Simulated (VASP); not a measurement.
Here is a VASP 6.6.1 calculation.

Contents of INCAR:

```
PREC = Accurate
ENCUT = 520
EDIFF = 1E-7
ISMEAR = 0
SIGMA = 0.01
LREAL = F
LASPH = T
NELM = 80
ALGO = Normal
ISIF = 2
LWAVE = F
LCHARG = F
GGA = CA
NBANDS = 11
```

Contents of KPOINTS:

```
Automatic mesh
0
Gamma
  10 10 10
```

File POSCAR:

```
MgO
1.0
    0.0000000000      2.0899901744      2.0899901744
    2.0899901744      0.0000000000      2.0899901744
    2.0899901744      2.0899901744      0.0000000000
Mg O
1 1
Direct
    0.0000000000      0.0000000000      0.0000000000
    0.5000000000      0.5000000000      0.5000000000
```

Potentials or basis: VASP PAW LDA potentials, release 64 (Mg, O).

The run is started by

```console
$ cat potpaw_LDA.64/Mg/POTCAR potpaw_LDA.64/O/POTCAR > POTCAR
$ mpirun -np 1 vasp_std > vasp.out
```

**Question.** What does it give for the pressure?

**Answer.** -4.2 GPa.

**Question.** Predict the band gap on the k mesh.

**Answer.** 4.88 eV, direct.
